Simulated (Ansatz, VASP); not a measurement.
## One calculation of O, two programs

```
O
1.0
     0.00000    2.17086    2.17086
     2.17086    0.00000    2.17086
     2.17086    2.17086    0.00000
O
2
Direct
  0.24388 0.19625 0.17619
  0.08231 0.03473 0.01461
```

Alike in both runs: functional PBE; k mesh 6 × 6 × 6; occupations fermi-dirac, width 0.1 eV; no spin polarisation.

Ansatz relaxed the structure, and its values are those at the end. VASP's run is a single point on that final structure, the one shown.

```csv
,VASP,Ansatz
version,VASP 6.6.1,Ansatz 0.2.0
potentials or method,"VASP PAW PBE potentials, release 64 (O), cutoff 600 eV","plane waves, PAW"
valence electrons in the cell,12,12
```

|  | VASP | Ansatz | Ansatz less VASP |
| --- | --- | --- | --- |
| gap on the k mesh at the Fermi level (eV) | none | none | - |
| rms of the force components (eV/Å) | 0.677 | 0.000 | -0.6763 |

A gap of «none» marks a metal or a gap that the smearing closes. One of these differences is far larger than is usual between the two programs; its cause wasn't traced.

The k mesh is coarse, so the values compare programs but aren't converged. Noted on VASP's run: the standard files for N, O and F lose accuracy on very short bonds; spin is off for a triplet molecule.
